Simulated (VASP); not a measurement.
## InSb: single point with PBEsol

**What was measured.**

“Electronic Structure and Epitaxy of CdTe Shells on InSb Nanowires”, 2021, arxiv:2111.05126 quotes, for a bulk crystal of InSb: band gap 0.24 eV.

InSb:

```
In Sb
1.0
     0.00000    3.25993    3.25993
     3.25993    0.00000    3.25993
     3.25993    3.25993    0.00000
In Sb
1 1
Direct
  0.00000 0.00000 0.00000
  0.25000 0.25000 0.25000
```

```yaml
Program: VASP 6.6.1
Task: single point
Functional: PBEsol
Potentials_or_basis: VASP PAW PBE potentials, release 64 (In_d, Sb)
Cutoff: 520 eV
k_mesh: 12 × 12 × 12
Occupations: gaussian, width 0.1 eV
Spin: no spin polarisation
```

```json
{"Pressure": "0.0 GPa", "Band gap on the k mesh": "zero (filled and empty bands touch)"}
```

Levels at points of the mesh, in eV from the Fermi level:
```tsv
k point	band 7	band 8	band 9	band 10	band 11	band 12
(0.00, 0.00, 0.00)	-0.42	-0.06	-0.06	-0.06	2.88	2.88
(0.50, 0.00, 0.00)	-5.63	-1.04	-1.04	0.38	3.72	3.72
(0.50, 0.50, 0.00)	-5.92	-2.27	-2.27	1.22	1.23	7.96
```

Run time: 60 s on 1 thread of Intel(R) Xeon(R) Platinum 8488C (Sapphire Rapids), with other jobs on the host, peak memory 0.25 GiB.

A measured gap of InSb is 0.24 eV (quoted in “Electronic Structure and Epitaxy of CdTe Shells on InSb Nanowires”, 2021, arxiv:2111.05126); the calculated 0.00 eV misses it by -0.24 eV. Spin-orbit coupling on In, Sb is left out. The value is that of PBEsol on a finite k mesh, which can miss the band edges, without temperature or zero-point motion. Semilocal functionals fall short of measured gaps as a rule.

Caveat: the PAW data sets were made with another functional, which shifts forces and pressure a little; spin-orbit coupling is left out, which moves the levels of the heavy elements.
